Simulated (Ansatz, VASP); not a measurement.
## Two plane-wave programs on Ca

```
Ca
1.0
    -2.20520    2.20520    2.19611
     2.20520   -2.20520    2.19611
     2.20520    2.20520   -2.19611
Ca
1
Direct
  0.50000 0.50000 0.00000
```

Alike in both runs: task electric field gradients; functional LDA; k mesh 11 × 11 × 11; occupations fermi-dirac, width 0.03 eV; no spin polarisation.

```csv
,VASP,Ansatz
version,VASP 6.6.1,Ansatz 0.2.0
potentials or method,"VASP PAW LDA potentials, release 64 (Ca_sv)","PAW with Ansatz's default frozen-core files, scalar-relativistic"
plane-wave cutoff (eV),520,420
valence electrons in the cell,10,10
```

|  | VASP | Ansatz | Ansatz less VASP |
| --- | --- | --- | --- |
| pressure (GPa) | -1.9 | -1.9 | +0.01 |
| size of Vzz on the site where it differs most (V/Å²) | 0.3 | 0.3 | -0.01 |

LDA's correlation is that of Perdew and Zunger in VASP and of Perdew and Wang (1992) in Ansatz.
